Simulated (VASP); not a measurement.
A run of VASP 6.6.1 is set up as follows.

File INCAR:

```
PREC = Accurate ; ENCUT = 520
EDIFF = 1E-7 ; ISMEAR = -1
SIGMA = 0.03 ; LREAL = F
LASPH = T ; NELM = 100
ALGO = Normal ; ISIF = 2
LWAVE = F ; LCHARG = F
GGA = PS ; ISYM = 0
NBANDS = 8
```

KPOINTS

```
regular mesh
0
Gamma
  13 13 15
```

Contents of POSCAR:

```
Sb
1.0
   -1.5149671779      1.5149671779      2.4964243197
    1.5149671779     -1.5149671779      2.4964243197
    1.5149671779      1.5149671779     -2.4964243197
Sb
1
Direct
    0.0000000000      0.0000000000      0.0000000000
```

Potentials or basis: VASP PAW PBE potentials, release 64 (Sb).

Launch:

```bash
$ cat potpaw_PBE.64/Sb/POTCAR > POTCAR
$ mpirun -np 1 vasp_std > vasp.out
```

Question: What does it give for the band gap on the k mesh?

Answer: Zero (an odd number of electrons rules out a gap without spin polarisation).

Question: What does it give for the pressure?

Answer: 12.9 GPa.

Stress tensor (GPa, compression positive):
```
13.56  0.14 -0.06
 0.14 13.56 -0.06
-0.06 -0.06 11.43
```

Caveat: the cell stands under pressure; the PAW data sets were made with another functional, which shifts forces and pressure a little; spin-orbit coupling is left out, which moves the levels of the heavy elements.
